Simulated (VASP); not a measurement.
Wanted: the native input for a VASP 6.6.1 run.

| Property | Result |
| --- | --- |
| Task | single point |
| Functional | PBE |
| Dispersion | D3(BJ) |
| Potentials or basis | VASP PAW PBE potentials, release 64 (Be) |
| Cutoff | 520 eV |
| k mesh | 2 × 2 × 2 |
| Occupations | fermi-dirac, width 0.24 eV |
| Spin | no spin polarisation |
| Dipole correction | no |
| Further INCAR settings | LREAL = Auto; ALGO = Normal; EDIFF = 1e-06; NBANDS = 60 |

The structure of Be lies in POSCAR:

```
Be
1.0
    6.9826430000      0.0000000000      0.0000000000
   -3.4913210000      6.0471460000      0.0000000000
    0.0000000000      0.0000000000      7.2945340000
Be
36
Direct
    0.0937728574      0.0050933118      0.0245252130
    0.1412386671      0.1593148239      0.2672960329
    0.0385182027      0.0227876092      0.5402812572
    0.0787027811      0.2217078933      0.7323977104
    0.0457927639      0.3278571412      0.1211043776
    0.1034956880      0.5302501378      0.2997998227
    0.0039905382      0.3093856176      0.4820184538
    0.1187866876      0.5549890808      0.6830731065
   -0.0773824074      0.5527896962      0.0112412938
    0.0530106709      0.8237439612      0.2441005827
   -0.0269123657      0.6744669304      0.4745471061
    0.0979752242      0.8141691965      0.7402803250
    0.4314752586      0.0309732889      0.0106792291
    0.4411271632      0.1976138826      0.2853780653
    0.3382642318     -0.0277320905      0.5516870577
    0.3851538545      0.1398014865      0.7754710582
    0.3647274126      0.2977272254      0.0024127655
    0.4010029013      0.5027495615      0.2377122377
    0.3658654081      0.3468909135      0.5185800765
    0.3947995345      0.5338220708      0.8107166270
    0.2708044971      0.6970230254      0.0594280594
    0.4174148959      0.8597774884      0.2825403240
    0.4540008500      0.6741361958      0.5391571278
    0.4710115137      0.8746274689      0.7885356350
    0.8010910963      0.0843042321     -0.0426894987
    0.7251960801      0.2325725226      0.1837129006
    0.6394691247      0.0059532216      0.4937395590
    0.8168332830      0.2313322681      0.7453526161
    0.6403140810      0.3067562781     -0.0464457359
    0.7216264338      0.5621825569      0.1828903670
    0.7388962236      0.3568129494      0.4956313865
    0.7396303511      0.5203115652      0.7491088533
    0.7950495134      0.7433423966     -0.0544380217
    0.8037961387      0.9121823750      0.1823968467
    0.6982434153      0.7013060376      0.4261272893
    0.7712821927      0.8382466704      0.6721059906
```

The input as run:

INCAR

```
SYSTEM = Be
PREC = Accurate ; ENCUT = 520
EDIFF = 1E-6 ; ISMEAR = -1
SIGMA = 0.24 ; LREAL = Auto
LASPH = .TRUE. ; NELM = 80
ALGO = Normal ; ISIF = 2
LWAVE = .FALSE. ; LCHARG = .FALSE.
GGA = PE ; IVDW = 12
NBANDS = 60
```

KPOINTS

```
regular mesh
0
G
  2 2 2
  0 0 0
```

Potentials or basis: VASP PAW PBE potentials, release 64 (Be).

Run with:

```sh
$ cat potpaw_PBE.64/Be/POTCAR > POTCAR
$ mpirun -np 1 vasp_std > vasp.out
```

Results of the run:

```json
{"Pressure": "-0.1 GPa", "Largest force": "3.449 eV/Å", "Band gap on the k mesh": "zero (bands 36 and 37 overlap by 0.31 eV)", "Dispersion energy per atom": "-0.328 eV"}
```

Caveat: the k points lie up to 0.52 Å⁻¹ apart; the atoms stand as in a frame of molecular dynamics; forces of over 1 eV/Å act on the atoms, so gaps and moduli don't describe the material at rest.

It took 2.7 min on 1 thread of Intel(R) Xeon(R) 6975P-C (Granite Rapids) (shared host), peak memory 0.4 GiB.
